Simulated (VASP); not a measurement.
# AgCl in VASP: further runs

AgCl is run at these levels: PBE; tasks: single point.

All numbers are computed with VASP 6.6.1; they aren't measurements. Logs are shortened: lines on timing, memory, paths and dates and some standing lists are left out, and cuts for length are marked.

## Step 1: The cell of the first run

Symmetry: P2_1/m, No. 11, monoclinic system. Conventional cell: a = 3.916 Å, b = 4.068 Å, c = 5.645 Å, α = 90.00°, β = 95.51°, γ = 90.00°. Ag (site symmetry m) has 6 Cl at 2.69 to 2.99 Å and 2 Ag at 3.46 Å within 3.5 Å. Cl (site symmetry m) has 6 Ag at 2.69 to 2.99 Å and 4 Cl at 3.58 to 3.68 Å within 3.7 Å.

## Step 2: Single point, PBE (strained)

INCAR

```
PREC = Accurate
ENCUT = 520
EDIFF = 1E-6
ISMEAR = 0
SIGMA = 0.02
LREAL = False
LASPH = True
NELM = 60
ALGO = Normal
ISIF = 2
LWAVE = False
LCHARG = False
GGA = PE
NBANDS = 26
```

KPOINTS

```
regular mesh
0
Gamma
  8 8 6
```

POSCAR

```
AgCl
1.0
    3.9160015452      0.0000000000      0.0019241707
    0.0000000000      4.0676561786      0.0000000000
   -0.5449033524      0.0000000000      5.6185184901
Ag Cl
2 2
Direct
    0.1872360745      0.2500000000      0.2242489221
    0.8127639255      0.7500000000      0.7757510779
    0.7341779873      0.7500000000      0.2968266689
    0.2658220127      0.2500000000      0.7031733311
```

Potentials or basis: VASP PAW PBE potentials, release 64 (Ag, Cl).

Command:

```sh
$ cat potpaw_PBE.64/Ag/POTCAR potpaw_PBE.64/Cl/POTCAR > POTCAR
$ mpirun -np 1 vasp_std > vasp.out
```

OUTCAR:

```text
PREC = Accurate
   ENCUT = 520
   EDIFF = 1E-6
   ISMEAR = 0
   LREAL = False
   LASPH = True
   NELM = 60
   ISIF = 2
   GGA = PE

 ion  position               nearest neighbor table
   1  0.187  0.250  0.224-   4 2.69   3 2.76   3 2.76   3 2.95   3 2.95   4 2.99   2 3.46   2 3.46

   2  0.813  0.750  0.776-   3 2.69   4 2.76   4 2.76   4 2.95   4 2.95   3 2.99   1 3.46   1 3.46

   3  0.734  0.750  0.297-   2 2.69   1 2.76   1 2.76   1 2.95   1 2.95   2 2.99
   4  0.266  0.250  0.703-   1 2.69   2 2.76   2 2.76   2 2.95   2 2.95   1 2.99

  LATTYP: Found a simple monoclinic cell.
 ALAT       =     3.9160020179
 B/A-ratio  =     1.0387267831
 C/A-ratio  =     1.4414905629
 COS(beta)  =    -0.0960414695

  Lattice vectors:

 A1 = (   3.9160015452,   0.0000000000,   0.0019241707)
 A2 = (   0.0000000000,   4.0676561786,   0.0000000000)
 A3 = (  -0.5449033524,   0.0000000000,   5.6185184901)

Analysis of symmetry for initial positions (statically):
=====================================================================
 Subroutine PRICEL returns:
 Original cell was already a primitive cell.

 Routine SETGRP: Setting up the symmetry group for a
 simple monoclinic supercell.

 Subroutine GETGRP returns: Found  4 space group operations
 (whereof  2 operations were pure point group operations)
 out of a pool of  4 trial point group operations.

The static configuration has the point symmetry S_2 .
 The point group associated with its full space group is C_2h.

Analysis of symmetry for dynamics (positions and initial velocities):
=====================================================================
 Subroutine PRICEL returns:
 Original cell was already a primitive cell.

 Routine SETGRP: Setting up the symmetry group for a
 simple monoclinic supercell.

 Subroutine GETGRP returns: Found  4 space group operations
 (whereof  2 operations were pure point group operations)
 out of a pool of  4 trial point group operations.

The dynamic configuration has the point symmetry S_2 .
 The point group associated with its full space group is C_2h.

 Subroutine INISYM returns: Found  4 space group operations
 (whereof  2 operations are pure point group operations),
 and found     1 'primitive' translations

----------------------------------------------------------------------------------------

                                     Primitive cell

  volume of cell :      89.5014

  direct lattice vectors                    reciprocal lattice vectors
     3.916001545  0.000000000  0.001924171     0.255350346  0.000000000  0.024764760
     0.000000000  4.067656179  0.000000000     0.000000000  0.245841820  0.000000000
    -0.544903352  0.000000000  5.618518490    -0.000087450  0.000000000  0.177974381

  length of vectors
     3.916002018  4.067656179  5.644879953     0.256548421  0.245841820  0.177974402

  position of ions in fractional coordinates (direct lattice)
     0.187236074  0.250000000  0.224248922
     0.812763926  0.750000000  0.775751078
     0.734177987  0.750000000  0.296826669
     0.265822013  0.250000000  0.703173331

  ion indices of the primitive-cell ions
   primitive index   ion index
                 1           1
                 2           2
                 3           3
                 4           4

----------------------------------------------------------------------------------------

 KPOINTS: regular mesh

Automatic generation of k-mesh.
 Grid dimensions read from file:
 generate k-points for:    8    8    6

 Generating k-lattice:

  Cartesian coordinates                     Fractional coordinates (reciprocal lattice)
     0.031918793  0.000000000  0.003095595     0.125000000  0.000000000  0.000000000
     0.000000000  0.030730228  0.000000000     0.000000000  0.125000000  0.000000000
    -0.000014575  0.000000000  0.029662397    -0.000000000  0.000000000  0.166666667

  Length of vectors
     0.032068553  0.030730228  0.029662400

  Shift w.r.t. Gamma in fractional coordinates (k-lattice)
     0.000000000  0.000000000  0.000000000

 Subroutine IBZKPT returns following result:
 ===========================================

 Found    130 irreducible k-points:

 Following reciprocal coordinates:
            Coordinates               Weight
  0.000000  0.000000  0.000000      1.000000
  0.125000  0.000000 -0.000000      2.000000
  0.250000  0.000000 -0.000000      2.000000
  0.375000  0.000000 -0.000000      2.000000
  0.500000  0.000000 -0.000000      1.000000
  0.000000  0.125000  0.000000      2.000000
[... 16 lines left out ...]
  0.250000  0.500000 -0.000000      2.000000
  0.375000  0.500000 -0.000000      2.000000
 [... further k-points ...]
   k-points           NKPTS =    130   k-points in BZ     NKDIM =    130   number of bands    NBANDS=     26
   number of dos      NEDOS =    301   number of ions     NIONS =      4
   total plane-waves  NPLWV =  37800
   dimension x,y,z NGX =    30 NGY =   30 NGZ =   42
[... 62 lines left out ...]

 E-fermi :   3.2445     XC(G=0):  -9.7344

 val. band max:        3.1221906046   @ k =   0.0000   0.3750   0.5000
 cond. band min:       3.9006453402   @ k =   0.0000   0.0000   0.0000
 fundamental gap:      0.7784547356
 Fermi energy:         3.2444721725

 k-point     1 :       0.0000    0.0000    0.0000
  band No.  band energies     occupation
      1     -11.5904      2.00000
      2     -11.0685      2.00000
      3      -0.8708      2.00000
      4       0.0076      2.00000
      5       0.1835      2.00000
      6       0.5227      2.00000
[... 18 lines left out ...]
     25      14.2697      0.00000
     26      14.7690      0.00000

 k-point     2 :       0.1250    0.0000   -0.0000
  band No.  band energies     occupation
      1     -11.5507      2.00000
      2     -11.0648      2.00000
      3      -0.8202      2.00000
      4      -0.1742      2.00000
      5      -0.1248      2.00000
      6       0.3446      2.00000
[... 18 lines left out ...]
     25      13.7214      0.00000
     26      14.2114      0.00000

 k-point     3 :       0.2500    0.0000   -0.0000
  band No.  band energies     occupation
      1     -11.4440      2.00000
      2     -11.0647      2.00000
      3      -0.7375      2.00000
      4      -0.6411      2.00000
      5      -0.3650      2.00000
      6      -0.2299      2.00000
[... 18 lines left out ...]
     25      12.6107      0.00000
     26      13.0033      0.00000

 k-point     4 :       0.3750    0.0000   -0.0000
  band No.  band energies     occupation
      1     -11.3050      2.00000
      2     -11.0945      2.00000
      3      -1.0830      2.00000
      4      -0.8158      2.00000
      5      -0.5290      2.00000
      6      -0.4520      2.00000
[... 18 lines left out ...]
     25      12.1867      0.00000
     26      12.2895      0.00000

 k-point     5 :       0.5000    0.0000   -0.0000
  band No.  band energies     occupation
      1     -11.1907      2.00000
      2     -11.1627      2.00000
      3      -1.1813      2.00000
      4      -1.0690      2.00000
      5      -0.5625      2.00000
      6      -0.5195      2.00000
[... 18 lines left out ...]
     25      11.8811      0.00000
     26      12.2000      0.00000

 k-point     6 :       0.0000    0.1250    0.0000
  band No.  band energies     occupation
      1     -11.5548      2.00000
      2     -11.0695      2.00000
      3      -0.8220      2.00000
      4      -0.2806      2.00000
      5      -0.0134      2.00000
      6       0.3998      2.00000
[... 427 lines left out ...]
 k-point    21 :       0.0000    0.5000    0.0000
  band No.  band energies     occupation
      1     -11.2089      2.00000
      2     -11.2089      2.00000
      3      -1.0877      2.00000
      4      -1.0877      2.00000
      5      -0.3493      2.00000
      6      -0.3493      2.00000
[... 18 lines left out ...]
     25      12.4529      0.00000
     26      12.4529      0.00000

 k-point    22 :       0.1250    0.5000   -0.0000
  band No.  band energies     occupation
      1     -11.1977      2.00000
      2     -11.1977      2.00000
      3      -1.0454      2.00000
      4      -1.0454      2.00000
      5      -0.3294      2.00000
      6      -0.3294      2.00000
[... 18 lines left out ...]
     25      12.7737      0.00000
     26      12.7737      0.00000

 k-point    23 :       0.2500    0.5000   -0.0000
  band No.  band energies     occupation
      1     -11.1707      2.00000
      2     -11.1707      2.00000
      3      -0.9672      2.00000
      4      -0.9672      2.00000
      5      -0.1791      2.00000
      6      -0.1791      2.00000
[... 18 lines left out ...]
     25      12.9608      0.00000
     26      12.9608      0.00000

 k-point    24 :       0.3750    0.5000   -0.0000
  band No.  band energies     occupation
      1     -11.1433      2.00000
      2     -11.1433      2.00000
      3      -0.9055      2.00000
      4      -0.9055      2.00000
      5       0.0197      2.00000
      6       0.0197      2.00000
[... 18 lines left out ...]
     25      13.0932      0.00000
     26      13.0932      0.00000

 [... further k-points ...]
[... 5 lines left out ...]
  --------------------------------------------------------------------------------------
  -------------------------------------------------------------------------------------
  Total       -0.3151281     -0.4783755     -0.3920114      0.0000000      0.0000000      0.2531550
  in kB       -5.6411560     -8.5634734     -7.0174555      0.0000000      0.0000000      4.5317657
  external PRESSURE =      -7.0740283 kB  Pullay stress =       0.0000000 kB

 VOLUME and BASIS-vectors are now :
 -----------------------------------------------------------------------------
  energy-cutoff  :      520.00
  volume of cell :       89.50
      direct lattice vectors                 reciprocal lattice vectors
     3.916001545  0.000000000  0.001924171     0.255350346  0.000000000  0.024764760
     0.000000000  4.067656179  0.000000000     0.000000000  0.245841820  0.000000000
    -0.544903352  0.000000000  5.618518490    -0.000087450  0.000000000  0.177974381

 POSITION                                       TOTAL-FORCE (eV/Angst)
 -----------------------------------------------------------------------------------
      0.61102      1.01691      1.26031         0.078909      0.000000     -0.162394
      2.76008      3.05074      4.36014        -0.078909      0.000000      0.162394
      2.71330      3.05074      1.66914        -0.100399      0.000000     -0.713338
      0.65780      1.01691      3.95130         0.100399      0.000000      0.713338
 -----------------------------------------------------------------------------------
    total drift:                                0.000000     -0.000000      0.000000

  FREE ENERGIE OF THE ION-ELECTRON SYSTEM (eV)
  ---------------------------------------------------
  free  energy   TOTEN  =       -10.6027732166 eV

  energy  without entropy=      -10.6027732166  energy(sigma->0) =      -10.60277322
```

Wall time 94 s (1 thread of Intel Xeon 6975P-C (Granite Rapids), shared host); peak memory 0.36 GiB.

Results:

- Free energy: -10.6028 eV
- Pressure: -0.7 GPa
- Largest force: 0.720 eV/Å
- Band gap on the k mesh: 0.78 eV (least direct gap 2.21 eV)

Forces on the atoms (eV/Å):
```
Ag   0.079  0.000 -0.162
Ag  -0.079  0.000  0.162
Cl  -0.100  0.000 -0.713
Cl   0.100  0.000  0.713
```

Caveat: the cell differs from its parent crystal (strained). A k mesh can miss the band edges.

## Step 3: Single point, PBE

INCAR

```
SYSTEM = AgCl
PREC = Accurate ; ENCUT = 520
EDIFF = 1E-7 ; ISMEAR = 0
SIGMA = 0.02 ; LREAL = .FALSE.
LASPH = .TRUE. ; NELM = 100
ALGO = Normal ; ISIF = 2
LWAVE = .FALSE. ; LCHARG = .TRUE.
GGA = PE ; LELF = .TRUE.
LVHAR = .TRUE. ; NBANDS = 26
```

KPOINTS

```
regular mesh
0
G
  8 8 6
  0 0 0
```

POSCAR is that of step 2.

Potentials or basis: VASP PAW PBE potentials, release 64 (Ag, Cl).

Command:

```sh
$ cat potpaw_PBE.64/Ag/POTCAR potpaw_PBE.64/Cl/POTCAR > POTCAR
$ mpirun -np 1 vasp_std > vasp.out
```

Wall time 94 s (1 thread of Intel Xeon 6975P-C (Granite Rapids), shared host); peak memory 0.36 GiB.

The run converged. Its results:

* Free energy: -10.6028 eV
* Pressure: -0.7 GPa
* Largest force: 0.720 eV/Å
* Band gap on the k mesh: 0.78 eV (least direct gap 2.21 eV)

Forces in eV/Å, atoms in the order of the input:
```
Ag   0.079  0.000 -0.162
Ag  -0.079  0.000  0.162
Cl  -0.101  0.000 -0.713
Cl   0.101  0.000  0.713
```

Stress tensor (GPa, compression positive):
```
-0.57  0.00  0.45
 0.00 -0.86  0.00
 0.45  0.00 -0.70
```

Levels at points of the mesh, in eV from the valence-band top:
| k point | band 16 | band 17 | band 18 | band 19 | band 20 | band 21 |
| --- | --- | --- | --- | --- | --- | --- |
| (0.00, 0.00, 0.00) | -1.66 | -1.47 | -1.43 | 0.78 | 3.02 | 7.94 |
| (0.50, 0.00, 0.00) | -1.08 | -0.16 | -0.05 | 3.85 | 4.86 | 6.00 |
| (0.00, 0.50, 0.00) | -1.19 | -0.20 | -0.20 | 4.26 | 4.26 | 6.35 |
| (0.50, 0.50, 0.00) | -1.68 | -1.38 | -1.38 | 2.64 | 2.64 | 7.11 |
| (0.00, 0.00, 0.50) | -1.39 | -1.22 | -0.86 | 3.03 | 3.69 | 6.29 |
| (0.50, 0.00, 0.50) | -0.09 | -0.05 | -0.03 | 3.39 | 4.53 | 6.34 |
| (0.00, 0.50, 0.50) | -0.18 | -0.06 | -0.06 | 3.92 | 3.92 | 6.63 |
| (0.50, 0.50, 0.50) | -1.43 | -0.98 | -0.98 | 4.15 | 4.15 | 6.82 |

## Step 4: Single point, PBE (strained and its atoms moved)

INCAR

```
ALGO = Normal
EDIFF = 1E-6
ENCUT = 520
GGA = PE
ISIF = 2
ISMEAR = 0
LASPH = True
LCHARG = False
LREAL = False
LWAVE = False
NBANDS = 26
NELM = 60
PREC = Accurate
SIGMA = 0.02
```

KPOINTS

```
k-points
0
Gamma
  8 8 6
```

POSCAR

```
AgCl
1.0
    3.9944605876      0.0000000000     -0.0085605962
    0.0000000000      4.0089314791      0.0000000000
   -0.5707538440      0.0000000000      5.6612764032
Ag Cl
2 2
Direct
    0.1835897450      0.2500000000      0.2254755383
    0.8164102550      0.7500000000      0.7745244617
    0.6921049861      0.7500000000      0.2690180491
    0.3078950139      0.2500000000      0.7309819509
```

Command:

```sh
$ cat potpaw_PBE.64/Ag/POTCAR potpaw_PBE.64/Cl/POTCAR > POTCAR
$ mpirun -np 1 vasp_std > vasp.out
```

It took 86 s on 1 thread of Intel Xeon 6975P-C (Granite Rapids), shared host; peak memory 0.36 GiB.

It converged, with:

```yaml
Free_energy: -10.7165 eV
Pressure: -1.9 GPa
Largest_force: 0.245 eV/Å
Band_gap_on_the_k_mesh: 0.79 eV (least direct gap 2.22 eV)
```

Forces in eV/Å, atoms in the order of the input:
```
Ag   0.009  0.000 -0.009
Ag  -0.009  0.000  0.009
Cl   0.163  0.000 -0.183
Cl  -0.163  0.000  0.183
```

Stress tensor (GPa, compression positive):
```
-2.05  0.00  0.31
 0.00 -1.85  0.00
 0.31  0.00 -1.71
```

Levels at points of the mesh, in eV from the valence-band top:
```csv
k point,band 16,band 17,band 18,band 19,band 20,band 21
"(0.00, 0.00, 0.00)",-1.61,-1.61,-1.43,0.79,2.82,7.99
"(0.50, 0.00, 0.00)",-1.06,-0.09,-0.05,4.12,5.00,5.96
"(0.00, 0.50, 0.00)",-1.24,-0.06,-0.06,4.50,4.50,6.13
"(0.50, 0.50, 0.00)",-1.74,-1.47,-1.47,2.55,2.55,7.49
"(0.00, 0.00, 0.50)",-1.50,-1.37,-1.08,2.80,3.41,6.79
"(0.50, 0.00, 0.50)",-0.22,-0.08,0.00,3.60,4.87,6.26
"(0.00, 0.50, 0.50)",-0.21,-0.06,-0.06,4.14,4.14,6.24
"(0.50, 0.50, 0.50)",-1.61,-1.09,-1.09,3.75,3.75,7.45
```

Caveat: the cell differs from its parent crystal (strained and its atoms moved). A k mesh can miss the band edges.

## Step 5: Single point, PBE (one atom moved)

INCAR

```
SYSTEM = AgCl
PREC     = Accurate       ! precision mode
ENCUT    = 500            ! plane-wave cutoff, eV
EDIFF    = 1E-6           ! SCF threshold, eV
ISMEAR   = 0              ! smearing method
SIGMA    = 0.02           ! smearing width, eV
LREAL    = .False.        ! projectors in reciprocal space
LASPH    = .True.         ! aspherical terms in the spheres
NELM     = 120            ! most SCF steps
ALGO     = Normal         ! electronic algorithm
ISIF     = 2              ! what is computed and relaxed
LWAVE    = .False.        ! write WAVECAR
LCHARG   = .True.         ! write CHGCAR
GGA      = PE             ! functional
LELF     = .True.         ! ELF
LVHAR    = .True.       
NBANDS   = 26             ! bands
GGA_COMPAT= .False.
```

KPOINTS

```
Automatic mesh
0
Gamma
  8 8 6
  0 0 0
```

POSCAR

```
AgCl
1.0
    3.9268790000      0.0000000000      0.0000000000
    0.0000000000      4.0030470000      0.0000000000
   -0.5491550000      0.0000000000      5.5724250000
Ag Cl
2 2
Direct
    0.1840190000      0.2500000000      0.2180810000
    0.8732784110      0.7500000000      0.7819190000
    0.7076580000      0.7500000000      0.2625640000
    0.2923420000      0.2500000000      0.7374360000
```

Command:

```sh
$ cat potpaw_PBE.64/Ag/POTCAR potpaw_PBE.64/Cl/POTCAR > POTCAR
$ mpirun -np 1 vasp_std > vasp.out
```

Wall time 86 s (1 thread of Intel Xeon 6975P-C (Granite Rapids), shared host); peak memory 0.35 GiB.

Results (log left out):

| Quantity | Value |
| --- | --- |
| Free energy | -10.7245 eV |
| Pressure | 0.1 GPa |
| Largest force | 0.274 eV/Å |
| Band gap on the k mesh | 0.82 eV (least direct gap 2.13 eV) |

Forces on the atoms (eV/Å):
```
Ag   0.052  0.000  0.068
Ag  -0.272  0.000  0.030
Cl   0.024  0.000 -0.056
Cl   0.196  0.000 -0.042
```

Stress tensor (GPa, compression positive):
```
 0.08  0.00  0.04
 0.00  0.52  0.00
 0.04  0.00 -0.29
```

Levels at points of the mesh, in eV from the valence-band top:
```tsv
k point	band 16	band 17	band 18	band 19	band 20	band 21
(0.00, 0.00, 0.00)	-1.49	-1.38	-1.31	0.82	2.71	7.78
(0.50, 0.00, 0.00)	-1.17	-0.16	-0.03	4.23	5.03	5.90
(0.00, 0.50, 0.00)	-1.26	-0.34	-0.10	4.58	4.64	6.05
(0.50, 0.50, 0.00)	-1.75	-1.44	-1.36	2.46	2.55	7.18
(0.00, 0.00, 0.50)	-1.58	-1.29	-1.13	2.88	3.48	6.87
(0.50, 0.00, 0.50)	-0.20	-0.10	0.00	3.64	4.74	6.25
(0.00, 0.50, 0.50)	-0.39	-0.19	-0.15	4.10	4.30	6.29
(0.50, 0.50, 0.50)	-1.63	-1.34	-1.12	3.89	3.90	7.22
```

Caveat: the cell differs from its parent crystal (one atom moved). A k mesh can miss the band edges.

## Step 6: Overview

| cell | cutoff (eV) | gap on the mesh (eV) | pressure (GPa) | largest force (eV/Å) |
| --- | --- | --- | --- | --- |
| a = 3.916, b = 4.068, c = 5.645 Å, angles 90.0, 95.5, 90.0°, 4 atoms, atomic positions A | 520 | 0.78 | -0.7 | 0.72 |
| a = 3.994, b = 4.009, c = 5.690 Å, angles 90.0, 95.9, 90.0°, 4 atoms, atomic positions B | 520 | 0.79 | -1.9 | 0.25 |
| a = 3.927, b = 4.003, c = 5.599 Å, angles 90.0, 95.6, 90.0°, 4 atoms, atomic positions C | 500 | 0.82 | 0.1 | 0.27 |

Alike in all rows: task single point; level PBE; potentials or basis VASP PAW PBE potentials, release 64 (Ag, Cl); no spin polarisation; k mesh 8 × 8 × 6; smearing gaussian 0.02 eV.

Absolute energies hang on the potentials; compare differences alone.
